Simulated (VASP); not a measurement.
Set up this calculation in VASP 6.6.1, as the native input.

| Quantity | Value |
| --- | --- |
| Task | single point |
| Functional | PBE |
| Potentials or basis | VASP PAW PBE potentials, release 64 (Na_pv, Ge_d, Cl) |
| Cutoff | 520 eV |
| k mesh | 6 × 6 × 6 |
| Occupations | gaussian, width 0.01 eV |
| Spin | no spin polarisation |
| Dipole correction | no |
| Further INCAR settings | ALGO = Normal; EDIFF = 1e-06; NBANDS = 29 |

The structure of NaGeCl3 lies in POSCAR:

```
NaGeCl3
1.0
    5.1908704749      0.0000000000      0.0000000000
    0.0000000000      5.1908704749      0.0000000000
    0.0000000000      0.0000000000      5.1908704749
Na Ge Cl
1 1 3
Direct
    0.0000000000      0.0000000000      0.0000000000
    0.5000000000      0.5000000000      0.5000000000
    0.5000000000      0.5000000000      0.0000000000
    0.5000000000      0.0000000000      0.5000000000
    0.0000000000      0.5000000000      0.5000000000
```

These files were run (other wordings do the same):

INCAR

```
SYSTEM = NaGeCl3
PREC = Accurate ; ENCUT = 520
EDIFF = 1E-6 ; ISMEAR = 0
SIGMA = 0.01 ; LREAL = .False.
LASPH = .True. ; NELM = 80
ALGO = Normal ; ISIF = 2
LWAVE = .False. ; LCHARG = .False.
GGA = PE ; NBANDS = 29
```

KPOINTS

```
Automatic mesh
0
Gamma
  6 6 6
  0 0 0
```

Potentials or basis: VASP PAW PBE potentials, release 64 (Na_pv, Ge_d, Cl).

Command:

```console
$ cat potpaw_PBE.64/Na_pv/POTCAR potpaw_PBE.64/Ge_d/POTCAR potpaw_PBE.64/Cl/POTCAR > POTCAR
$ mpirun -np 1 vasp_std > vasp.out
```

It gave:

The pressure is 0.5 GPa and the band gap on the k mesh is 0.67 eV.

Run time: 25 s on 1 thread of Intel(R) Xeon(R) 6975P-C (Granite Rapids), with other jobs on the host, peak memory 0.27 GiB.
